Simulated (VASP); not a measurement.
# Sn (P6/mmm) in VASP: a series of runs

The runs below take Sn through relaxation of cell and atoms, with LDA.

Program: VASP 6.6.1. These are calculated values, not measurements. Logs are shortened: lines on timing, memory, paths and dates and some standing lists are left out, and cuts for length are marked.

## 1. The cell of the first run

The structure is hexagonal, space group P6/mmm (No. 191). The conventional cell has a = 4.108 Å, b = 4.108 Å, c = 2.547 Å, α = 90.00°, β = 90.00°, γ = 120.00°. Sn (site symmetry 6/mmm) has 14 Sn at 2.55 to 2.69 Å within 3.4 Å. Sn (site symmetry -6m2) has 11 Sn at 2.37 to 2.69 Å within 3.1 Å.

This isn't the form of Sn at room conditions, which is tetragonal (white tin).

## 2. Relaxation of cell and atoms, LDA, target pressure 240 GPa, at which the enthalpy is minimised

Input file INCAR:

```
ALGO = Normal
EDIFF = 1E-7
EDIFFG = -0.005
ENCUT = 600
GGA = CA
IBRION = 2
ISIF = 3
ISMEAR = -1
LASPH = True
LCHARG = False
LREAL = False
LWAVE = False
NELM = 80
NSW = 60
PREC = Accurate
PSTRESS = 2400.0
SIGMA = 0.05
```

Input file KPOINTS:

```
k-points
0
Gamma
  9 9 12
```

Input file POSCAR:

```
Sn
1.0
    4.1083847023      0.0000000000      0.0000000000
   -2.0541923511      3.5579655207      0.0000000000
    0.0000000000      0.0000000000      2.5471985154
Sn
3
Direct
    0.0000000000      0.0000000000      0.0000000000
    0.3333333333      0.6666666667      0.5000000000
    0.6666666667      0.3333333333      0.5000000000
```

Potentials or basis: VASP PAW LDA potentials, release 64 (Sn_d).

Command:

```
$ cat potpaw_LDA.64/Sn_d/POTCAR > POTCAR
$ mpirun -np 1 vasp_std > vasp.out
```

OUTCAR:

```text
EDIFF = 1E-7
   EDIFFG = -0.005
   ENCUT = 600
   GGA = CA
   IBRION = 2
   ISIF = 3
   ISMEAR = -1
   LASPH = True
   LREAL = False
   NELM = 80
   NSW = 60
   PREC = Accurate
   PSTRESS = 2400.0

 ion  position               nearest neighbor table
   1  0.000  0.000  0.000-   2 2.69   3 2.69   2 2.69   3 2.69   2 2.69   2 2.69   3 2.69   3 2.69
                             3 2.69   3 2.69   2 2.69   2 2.69
   2  0.333  0.667  0.500-   3 2.37   3 2.37   3 2.37   1 2.69   1 2.69   1 2.69   1 2.69   1 2.69
                             1 2.69   3 3.48   3 3.48   3 3.48   3 3.48   3 3.48   3 3.48
   3  0.667  0.333  0.500-   2 2.37   2 2.37   2 2.37   1 2.69   1 2.69   1 2.69   1 2.69   1 2.69
                             1 2.69   2 3.48   2 3.48   2 3.48   2 3.48   2 3.48   2 3.48

  LATTYP: Found a hexagonal cell.
 ALAT       =     4.1083847023
 C/A-ratio  =     0.6200000000

  Lattice vectors:

 A1 = (   4.1083847023,   0.0000000000,   0.0000000000)
 A2 = (  -2.0541923511,   3.5579655207,   0.0000000000)
 A3 = (   0.0000000000,   0.0000000000,   2.5471985154)

Analysis of symmetry for initial positions (statically):
=====================================================================
 Subroutine PRICEL returns:
 Original cell was already a primitive cell.

 Routine SETGRP: Setting up the symmetry group for a
 hexagonal supercell.

 Subroutine GETGRP returns: Found 24 space group operations
 (whereof 24 operations were pure point group operations)
 out of a pool of 24 trial point group operations.

The static configuration has the point symmetry D_6h.

Analysis of symmetry for dynamics (positions and initial velocities):
=====================================================================
 Subroutine PRICEL returns:
 Original cell was already a primitive cell.

 Routine SETGRP: Setting up the symmetry group for a
 hexagonal supercell.

 Subroutine GETGRP returns: Found 24 space group operations
 (whereof 24 operations were pure point group operations)
 out of a pool of 24 trial point group operations.

The dynamic configuration has the point symmetry D_6h.

 Subroutine INISYM returns: Found 24 space group operations
 (whereof 24 operations are pure point group operations),
 and found     1 'primitive' translations

----------------------------------------------------------------------------------------

                                     Primitive cell

  volume of cell :      37.2337

  direct lattice vectors                    reciprocal lattice vectors
     4.108384702  0.000000000  0.000000000     0.243404664  0.140529749  0.000000000
    -2.054192351  3.557965521  0.000000000     0.000000000  0.281059497  0.000000000
     0.000000000  0.000000000  2.547198515     0.000000000  0.000000000  0.392588169

  length of vectors
     4.108384702  4.108384702  2.547198515     0.281059497  0.281059497  0.392588169

  position of ions in fractional coordinates (direct lattice)
     0.000000000  0.000000000  0.000000000
     0.333333333  0.666666667  0.500000000
     0.666666667  0.333333333  0.500000000

  ion indices of the primitive-cell ions
   primitive index   ion index
                 1           1
                 2           2
                 3           3

----------------------------------------------------------------------------------------

 KPOINTS: k-points

Automatic generation of k-mesh.
 Grid dimensions read from file:
 generate k-points for:    9    9   12

 Generating k-lattice:

  Cartesian coordinates                     Fractional coordinates (reciprocal lattice)
     0.027044963  0.015614417  0.000000000     0.111111111 -0.000000000  0.000000000
     0.000000000  0.031228833  0.000000000     0.000000000  0.111111111  0.000000000
     0.000000000  0.000000000  0.032715681     0.000000000  0.000000000  0.083333333

  Length of vectors
     0.031228833  0.031228833  0.032715681

  Shift w.r.t. Gamma in fractional coordinates (k-lattice)
     0.000000000  0.000000000  0.000000000

 Subroutine IBZKPT returns following result:
 ===========================================

 Found     84 irreducible k-points:

 Following reciprocal coordinates:
            Coordinates               Weight
  0.000000  0.000000  0.000000      1.000000
  0.111111 -0.000000  0.000000      6.000000
  0.222222 -0.000000  0.000000      6.000000
  0.333333 -0.000000  0.000000      6.000000
  0.444444 -0.000000  0.000000      6.000000
  0.111111  0.111111  0.000000      6.000000
[... 16 lines left out ...]
  0.333333  0.222222  0.083333     24.000000
  0.333333  0.333333  0.083333      4.000000
 [... further k-points ...]
   k-points           NKPTS =     84   k-points in BZ     NKDIM =     84   number of bands    NBANDS=     25
   number of dos      NEDOS =    301   number of ions     NIONS =      3
   total plane-waves  NPLWV =  25920
   dimension x,y,z NGX =    36 NGY =   36 NGZ =   20
   dimension x,y,z NGXF=    72 NGYF=   72 NGZF=   40
   ions per type =               3
   NGX,Y,Z   is equivalent  to a cutoff of  14.57, 14.57, 13.05 a.u.
   NGXF,Y,Z  is equivalent  to a cutoff of  29.13, 29.13, 26.11 a.u.
 SYSTEM =  unknown system
   PREC   = accura    normal or accurate (medium, high low for compatibility)
   ISTART =      0    job   : 0-new  1-cont  2-samecut
   ICHARG =      2    charge: 1-file 2-atom 10-const
   ISPIN  =      1    spin polarized calculation?
   LNONCOLLINEAR =      F non collinear calculations
   LSORBIT =      F    spin-orbit coupling
   LASPH  =      T    aspherical Exc in radial PAW
   ENCUT  =  600.0 eV  44.10 Ry    6.64 a.u.   8.21  8.21  5.09*2*pi/ulx,y,z
   NELM   =     80;   NELMIN=  2; NELMDL= -5     # of ELM steps
   EDIFF  = 0.1E-06   stopping-criterion for ELM
   LREAL  =      F    real-space projection
   EDIFFG = -.5E-02   stopping-criterion for IOM
   NSW    =     60    number of steps for IOM
   IBRION =      2    ionic relax: 0-MD 1-quasi-New 2-CG
   NFREE  =      1    steps in history (QN), initial steepest desc. (CG)
   ISIF   =      3    stress and relaxation
   ISYM   =      2    0-nonsym 1-usesym 2-fastsym
   POTIM  = 0.5000    time-step for ionic-motion
   TEBEG  =    0.0;   TEEND  =   0.0 temperature during run
   PSTRESS= 2400.0 pullay stress
   NELECT =      42.0000    total number of electrons
   NUPDOWN=      -1.0000    fix difference up-down
   EMIN   =  10.00;   EMAX   =-10.00  energy-range for DOS
   EFERMI =   0.00;   METHOD = LEGACY
   ISMEAR =    -1;   SIGMA  =   0.05  broadening in eV -4-tet -1-fermi 0-gaus
   EFERMI_NEDOS =   21; number of points for ismear=-14 and -15
   IALGO  =     38    algorithm
   IMIX   =      4    mixing-type and parameters
     AMIX     =   0.40;   BMIX     =  1.00
     AMIX_MAG =   1.60;   BMIX_MAG =  1.00
  volume/ion in A,a.u.               =      12.41        83.76
  Fermi-wavevector in a.u.,A,eV,Ry     =   1.704169  3.220413 39.513941  2.904193
  Thomas-Fermi vector in A             =   2.783622
   LORBIT       =      0    0 simple, 1 ext, 2 COOP (PROOUT), +10 PAW based schemes
   GGA     = CA    functional components
   LHFCALC =     F    Hartree Fock is set to
   AEXX    =    0.0000 exact exchange contribution
   IVDW    =     0    specifies the selected vdW correction
   LEPSILON=     F    determine dielectric tensor
   LRPA    =     F    only Hartree local field effects (RPA)
 conjugate gradient relaxation of ions
 non-spin polarized calculation
  energy-cutoff  :      600.00
  volume of cell :       37.23
 maximum number of plane-waves:      1266
 NGX is ok and might be reduce to    36
   NGX = 17   NGY = 17   NGZ = 11

--------------------------------------- Ionic step        1  -------------------------------------------

 number of electron      42.0000007 magnetization

 Free energy of the ion-electron system (eV)
  ---------------------------------------------------
  ext. energy  EPLUGINS =         0.00000000
  ---------------------------------------------------
  free energy    TOTEN  =         2.24004450 eV

  energy without entropy =        2.24878171  energy(sigma->0) =        2.24441310

------------------------ aborting loop because EDIFF is reached ----------------------------------------

  FORCE on cell =-STRESS in cart. coord.  units (eV):
  Direction    XX          YY          ZZ          XY          YZ          ZX
  --------------------------------------------------------------------------------------
  -------------------------------------------------------------------------------------
  Total       61.1444167     61.1444167     53.0075201      0.0000000     -0.0000000      0.0000000
  in kB     2631.0660914   2631.0660914   2280.9325241      0.0000000     -0.0000000      0.0000000
  external PRESSURE =     114.3549023 kB  Pullay stress =    2400.0000000 kB
[... 96 lines left out ...]
  FREE ENERGIE OF THE ION-ELECTRON SYSTEM (eV)
  ---------------------------------------------------
  free  energy   TOTEN  =         0.6402045790 eV

  energy  without entropy=        0.6477881988  energy(sigma->0) =        0.64399639

  enthalpy is  TOTEN    =        57.9215536390 eV   P V=       57.2813490600

[... ionic steps 4 to 12 ...]

--------------------------------------- Ionic step       13  -------------------------------------------

 number of electron      41.9999988 magnetization

------------------------ aborting loop because EDIFF is reached ----------------------------------------

  FORCE on cell =-STRESS in cart. coord.  units (eV):
  Direction    XX          YY          ZZ          XY          YZ          ZX
  --------------------------------------------------------------------------------------
  -------------------------------------------------------------------------------------
  Total       56.4627905     56.4627905     56.4592995      0.0000000     -0.0000000     -0.0000000
  in kB     2401.1760044   2401.1760043   2401.0275411      0.0000001     -0.0000000     -0.0000000
  external PRESSURE =       1.1265166 kB  Pullay stress =    2400.0000000 kB
[... 63 lines left out ...]
  enthalpy is  TOTEN    =        57.8833194977 eV   P V=       56.4690087681

--------------------------------------- Ionic step       15  -------------------------------------------

 number of electron      41.9999988 magnetization

 Free energy of the ion-electron system (eV)
  ---------------------------------------------------
  ext. energy  EPLUGINS =         0.00000000
  ---------------------------------------------------
  free energy    TOTEN  =         1.44173321 eV

  energy without entropy =        1.45120617  energy(sigma->0) =        1.44646969

 E-fermi :  22.0272     XC(G=0): -14.7915

 val. band max:       22.0165425180   @ k =   0.1111   0.1111   0.5000
 cond. band min:      22.0441260148   @ k =   0.3333  -0.0000   0.0000
 fundamental gap:      0.0275834969
 Fermi energy:        22.0271833268

 k-point     1 :       0.0000    0.0000    0.0000
  band No.  band energies     occupation
      1      -2.7782      2.00000
      2      -1.9259      2.00000
      3      -1.8764      2.00000
      4      -1.6922      2.00000
      5      -1.6922      2.00000
      6      -1.3188      2.00000
[... 661 lines left out ...]
     24      29.3052      0.00000
     25      29.7888      0.00000

 [... further k-points ...]

------------------------ aborting loop because EDIFF is reached ----------------------------------------

  FORCE on cell =-STRESS in cart. coord.  units (eV):
  Direction    XX          YY          ZZ          XY          YZ          ZX
  --------------------------------------------------------------------------------------
  -------------------------------------------------------------------------------------
  Total       56.4448776     56.4448776     56.4512323      0.0000000     -0.0000000      0.0000000
  in kB     2400.1411675   2400.1411675   2400.4113828      0.0000001     -0.0000000      0.0000000
  external PRESSURE =       0.2312393 kB  Pullay stress =    2400.0000000 kB
[... 18 lines left out ...]
  FREE ENERGIE OF THE ION-ELECTRON SYSTEM (eV)
  ---------------------------------------------------
  free  energy   TOTEN  =         1.4417332133 eV

  energy  without entropy=        1.4512061717  energy(sigma->0) =        1.44646969

  enthalpy is  TOTEN    =        57.8832908898 eV   P V=       56.4415576765

 reached required accuracy - stopping structural energy minimisation
```

It took 18 min on 1 thread of Intel Xeon 8259CL, shared host; peak memory 0.21 GiB.

What came out:

```yaml
Free_energy: 1.4417 eV
Relaxed_volume: 12.56 Å³/atom
Relaxed_cell: a = 4.182 Å, b = 4.182 Å, c = 2.487 Å, α = 90.00°, β = 90.00°, γ = 120.00°
Space_group_after_relaxing_to_0.1_Å: P6/mmm (No. 191)
Energy_change_on_relaxing_the_run_minimises_the_enthalpy: -266.1 meV/atom
Ionic_steps: 15
Pressure_after_relaxing: 240.0 GPa
Band_gap_on_the_k_mesh: zero (bands 21 and 22 overlap by 9.19 eV)
```

Step by step:
| step | energy change (eV) | largest force (eV/Å) | pressure (GPa) | volume (Å³) |
| --- | --- | --- | --- | --- |
| 1 | 0.0000 | 0.0000 | 251.44 | 37.23 |
| 2 | -5.6336 | 0.0000 | 159.96 | 41.99 |
| 3 | -1.5998 | 0.0000 | 226.84 | 38.24 |
| 4 | 2.9198 | 0.0000 | 293.19 | 35.99 |
| 5 | -1.1275 | 0.0000 | 234.69 | 37.90 |
| 6 | -1.1105 | 0.0000 | 234.97 | 37.89 |
| 7 | 0.9103 | 0.0000 | 267.48 | 36.61 |
| 8 | -0.7926 | 0.0000 | 240.12 | 37.68 |
| 9 | -0.7745 | 0.0000 | 240.41 | 37.66 |
| 10 | -0.7677 | 0.0000 | 240.52 | 37.66 |
| 11 | -0.8195 | 0.0000 | 239.65 | 37.69 |
| 12 | -0.7924 | 0.0000 | 240.07 | 37.67 |
| 13 | -0.7919 | 0.0000 | 240.11 | 37.67 |
| 14 | -0.8257 | 0.0000 | 239.56 | 37.70 |
| 15 | -0.7983 | 0.0000 | 240.02 | 37.68 |

Final structure:
```yaml
crystal:
  lattice:
    - [4.18228, 0.00000, 0.00000]
    - [-2.09114, 3.62196, 0.00000]
    - [0.00000, 0.00000, 2.48737]
  atoms:
    - { symbol: Sn, position: [0.00000, 0.00000, 0.00000] }
    - { symbol: Sn, position: [0.33333, 0.66667, 0.50000] }
    - { symbol: Sn, position: [0.66667, 0.33333, 0.50000] }
```

Caveat: the cell is relaxed towards a set pressure, so the run minimises the enthalpy, not the energy; spin-orbit coupling is left out, which moves the levels of the heavy elements.

## 3. Relaxation of cell and atoms, LDA, target pressure 240 GPa, at which the enthalpy is minimised

This run uses another cell than the first one, of 12.53 Å³/atom.

Input file INCAR:

```
PREC     = Accurate       # precision mode
ENCUT    = 600            # plane-wave cutoff, eV
EDIFF    = 1E-6           # SCF threshold, eV
ISMEAR   = -1             # smearing method
SIGMA    = 0.05           # smearing width, eV
LREAL    = F              # projectors in reciprocal space
LASPH    = T              # aspherical terms in the spheres
NELM     = 60             # most SCF steps
ALGO     = Normal         # electronic algorithm
ISIF     = 3              # what is computed and relaxed
LWAVE    = F              # write WAVECAR
LCHARG   = F              # write CHGCAR
GGA      = CA             # functional
IBRION   = 2              # ionic algorithm
NSW      = 32             # ionic steps
EDIFFG   = -0.005         # ionic threshold
PSTRESS  = 2400.0
```

Input file KPOINTS:

```
Automatic mesh
0
Gamma
  9 9 12
```

Input file POSCAR:

```
Sn
1.0
    4.1790219720      0.0000000000      0.0000000000
   -2.0895109860      3.6191391908      0.0000000000
    0.0000000000      0.0000000000      2.4848893005
Sn
3
Direct
    0.0000000000      0.0000000000      0.0000000000
    0.3333333333      0.6666666667      0.5000000000
    0.6666666667      0.3333333333      0.5000000000
```

Potentials or basis: VASP PAW LDA potentials, release 64 (Sn_d).

Command:

```
$ cat potpaw_LDA.64/Sn_d/POTCAR > POTCAR
$ mpirun -np 1 vasp_std > vasp.out
```

Run time: 5.4 min. Hardware: 1 thread of Intel Xeon 8259CL, shared host; peak memory 0.21 GiB.

The run converged. Its results:

* Free energy: 1.4417 eV
* Relaxed volume: 12.56 Å³/atom
* Relaxed cell: a = 4.182 Å, b = 4.182 Å, c = 2.488 Å, α = 90.00°, β = 90.00°, γ = 120.00°
* Space group after relaxing (to 0.1 Å): P6/mmm (No. 191)
* Energy change on relaxing (the run minimises the enthalpy): -48.3 meV/atom
* Ionic steps: 5
* Pressure after relaxing: 240.0 GPa
* Band gap on the k mesh: zero (bands 21 and 22 overlap by 9.19 eV)

Stress tensor (GPa, compression positive):
```
240.03   0.00   0.00
  0.00 240.03   0.00
  0.00   0.00 239.95
```

The path:
```tsv
step	energy change (eV)	largest force (eV/Å)	pressure (GPa)	volume (Å³)
1	0.0000	0.0000	242.36	37.58
2	-1.4593	0.0000	218.93	38.60
3	-0.1477	0.0000	239.93	37.68
4	-0.1436	0.0000	240.08	37.68
5	-0.1448	0.0000	240.00	37.68
```

Final structure:
```
CELL_PARAMETERS angstrom
4.18213 0.00000 0.00000
-2.09106 3.62183 0.00000
0.00000 0.00000 2.48755
ATOMIC_POSITIONS crystal
Sn 0.00000 0.00000 0.00000
Sn 0.33333 0.66667 0.50000
Sn 0.66667 0.33333 0.50000
```

Levels at points of the mesh, in eV from the Fermi level:
| k point | band 19 | band 20 | band 21 | band 22 | band 23 | band 24 |
| --- | --- | --- | --- | --- | --- | --- |
| (0.00, 0.00, 0.00) | -5.98 | -5.98 | -5.59 | -5.38 | 4.61 | 11.35 |
| (0.00, 0.00, 0.50) | -1.81 | -1.81 | -1.08 | -0.23 | -0.23 | 1.64 |

Caveat: the cell is relaxed towards a set pressure, so the run minimises the enthalpy, not the energy; spin-orbit coupling is left out, which moves the levels of the heavy elements.

The gap in the log of VASP goes by the Fermi energy; the results here count the filled bands.